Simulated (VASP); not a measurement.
Set up this calculation in VASP 6.6.1, as the native input.

* Task: single point
* Functional: PBE
* Dispersion: D3(BJ)
* Potentials or basis: VASP PAW PBE potentials, release 64 (W_sv, Se)
* Cutoff: 520 eV
* k mesh: 10 × 10 × 2
* Occupations: gaussian, width 0.05 eV
* Spin: collinear spin, ferromagnetic start
* Starting moments: [2.0, 2.0, 0.0, 0.0, 0.0, 0.0] μB
* Dipole correction: no
* Further INCAR settings: ALGO = Normal; EDIFF = 1e-06; NBANDS = 39

The structure of WSe2 lies in POSCAR:

```
WSe2
1.0
    3.3206726644      0.0000000000      0.0000000000
   -1.6603363322      2.8757868850      0.0000000000
    0.0000000000      0.0000000000     15.2692400593
W Se
2 4
Direct
    0.3333333333      0.6666666667      0.2500000000
    0.6666666667      0.3333333333      0.7500000000
    0.3333333333      0.6666666667      0.6400904823
    0.6666666667      0.3333333333      0.1400904823
    0.3333333333      0.6666666667      0.8599095177
    0.6666666667      0.3333333333      0.3599095177
```

These files were run (other wordings do the same):

INCAR

```
PREC = Accurate ; ENCUT = 520
EDIFF = 1E-6 ; ISMEAR = 0
SIGMA = 0.05 ; LREAL = F
LASPH = T ; NELM = 150
ALGO = Normal ; ISIF = 2
LWAVE = F ; LCHARG = F
ISPIN = 2 ; MAGMOM = 2 2 0 0 0 0
LORBIT = 11 ; LMAXMIX = 4
GGA = PE ; IVDW = 12
NBANDS = 39
```

KPOINTS

```
regular mesh
0
Gamma
  10 10 2
```

Potentials or basis: VASP PAW PBE potentials, release 64 (W_sv, Se).

Run with:

```bash
$ cat potpaw_PBE.64/W_sv/POTCAR potpaw_PBE.64/Se/POTCAR > POTCAR
$ mpirun -np 1 vasp_std > vasp.out
```

Results of the run:

| Item | Value |
| --- | --- |
| Pressure | -2.3 GPa |
| Largest force | 0.008 eV/Å |
| Band gap on the k mesh | 1.64 eV, indirect (least direct gap 1.81 eV) |
| Net moment | 0.00 μB per cell |
| Valence electrons inside the program's atomic spheres | W 11.93; Se 3.89 |
| Dispersion energy per atom | -0.390 eV |

Caveat: three body term missing; spin-orbit coupling is left out, which moves the levels of the heavy elements.

Wall time 4.7 min on 1 thread of Intel(R) Xeon(R) Platinum 8488C (Sapphire Rapids), on a shared host, peak memory 0.5 GiB.
